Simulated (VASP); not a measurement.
Ni, 1 atom in the cell. The structure is cubic, space group Fm-3m (No. 225). Conventional cell: a = 3.559 Å, b = 3.559 Å, c = 3.559 Å, α = 90.00°, β = 90.00°, γ = 90.00°. Within 3.3 Å of Ni (site symmetry m-3m) lie 12 Ni at 2.52 Å. 

```yaml
Program: VASP 6.6.1
Task: single point
Functional: PBE
Potentials_or_basis: VASP PAW PBE potentials, release 64 (Ni)
Cutoff: 520 eV
k_mesh: 20 × 20 × 20
Occupations: fermi-dirac, width 0.05 eV
Spin: collinear spin, ferromagnetic start
Starting_moments: "[1.5] μB"
Dipole_correction: no
Further_INCAR_settings: ALGO = Normal; EDIFF = 1e-06; NBANDS = 15
```

Potentials or basis: VASP PAW PBE potentials, release 64 (Ni).

The run is started by

```sh
$ cat potpaw_PBE.64/Ni/POTCAR > POTCAR
$ mpirun -np 1 vasp_std > vasp.out
```

Hardware: 1 thread of Intel(R) Xeon(R) Platinum 8488C (Sapphire Rapids), on a shared host.

Task: Estimate the wall time of this run.

Result: Run time: 90 s on 1 thread of Intel(R) Xeon(R) Platinum 8488C (Sapphire Rapids), on a shared host, peak memory 0.18 GiB. Counts: scf iterations 13, k points 256.
